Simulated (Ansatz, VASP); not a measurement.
Ca3SbP in VASP and in Ansatz

File INCAR:

```
PREC = Accurate
ENCUT = 520
EDIFF = 1E-6
ISMEAR = 0
SIGMA = 0.05
LREAL = False
LASPH = True
NELM = 80
ALGO = Normal
ISIF = 2
LWAVE = False
LCHARG = False
GGA = CA
NBANDS = 28
```

Contents of KPOINTS:

```
regular mesh
0
Gamma
  6 6 6
```

Contents of POSCAR:

```
Ca3SbP
1.0
    5.1203274853      0.0000000000      0.0000000000
    0.0000000000      5.1203274853      0.0000000000
    0.0000000000      0.0000000000      5.1203274853
Ca Sb P
3 1 1
Direct
   -0.0028706930      0.5000000000      0.5000000000
    0.4885749495      0.0000000000      0.5000000000
    0.4885749495      0.5000000000      0.0000000000
    0.0087763672      0.0000000000      0.0000000000
    0.4987805006      0.5000000000      0.5000000000
```

Input for Ansatz:

```yaml
crystal:
  lattice:
    - [5.1203274853, 0.0, 0.0]
    - [0.0, 5.1203274853, 0.0]
    - [0.0, 0.0, 5.1203274853]
  atoms:
    - { symbol: Ca, position: [-0.002870693, 0.5, 0.5] }
    - { symbol: Ca, position: [0.4885749495, 0.0, 0.5] }
    - { symbol: Ca, position: [0.4885749495, 0.5, 0.0] }
    - { symbol: Sb, position: [0.0087763672, 0.0, 0.0] }
    - { symbol: P, position: [0.4987805006, 0.5, 0.5] }
basis:
  ecutwfc: 420
kpoints:
  mp_grid: { grid: [6, 6, 6] }
hamiltonian:
  xc: lda
scf:
  occupations: { method: gaussian, width: 0.05 }
output:
  forces: true
  stress: true
  eigenvalues: true
```

Change from the starting cell: mode 1 frozen in at -0.060 Å, equal normal strain along x, y and z -0.0250.

Alike in both runs: task single point; functional LDA; k mesh 6 × 6 × 6; occupations gaussian, width 0.05 eV; no spin polarisation.

|  | VASP | Ansatz |
| --- | --- | --- |
| version | VASP 6.6.1 | Ansatz 0.2.0 |
| potentials or method | VASP PAW LDA potentials, release 64 (Ca_sv, Sb, P), cutoff 520 eV | scalar-relativistic, plane waves, PAW |
| valence electrons in the cell | 40 | 50 |

|  | VASP | Ansatz | Ansatz less VASP |
| --- | --- | --- | --- |
| gap on the k mesh at the Fermi level (eV) | 0.38 | 0.40 | +0.015 |
| least direct gap on the mesh (eV) | 0.38 | 0.40 | +0.015 |
| pressure (GPa) | 4.2 | 4.0 | -0.23 |
| traceless stress, the component that is largest in VASP (GPa) | 0.07 | 0.07 | 0.000 |
| rms of the force components (eV/Å) | 0.009 | 0.008 | -0.0010 |

LDA's correlation is that of Perdew and Zunger in VASP and of Perdew and Wang (1992) in Ansatz. Atom by atom the forces differ by 0.001 eV/Å (rms over components). VASP's potentials hold 40 valence electrons a cell and Ansatz's 50, so a difference there can come from the potentials and not from the codes.

Neither program's run includes spin-orbit coupling.
